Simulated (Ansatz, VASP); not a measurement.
## One calculation of Tl, two programs

```
Tl
1.0
     0.00000    3.40172    3.40172
     3.40172    0.00000    3.40172
     3.40172    3.40172    0.00000
Tl
2
Cartesian
  -0.8504 -0.8504 -0.8504
  0.8504 0.8504 0.8504
```

Alike in both runs: task single point; functional PBEsol; k mesh 8 × 8 × 8; occupations fermi-dirac, width 0.05 eV; no spin polarisation.

|  | VASP | Ansatz |
| --- | --- | --- |
| version | VASP 6.6.1 | Ansatz 0.2.0 |
| potentials or method | VASP PAW PBE potentials, release 64 (Tl_d), cutoff 520 eV | all-electron LAPW, scalar-relativistic |

```tsv
	VASP	Ansatz	Ansatz less VASP
pressure (GPa)	0.7	0.7	+0.06
```

VASP's potentials were made for PBE, not for PBEsol. Ansatz ran all-electron here, and VASP with PAW potentials.

Neither program's run includes spin-orbit coupling.
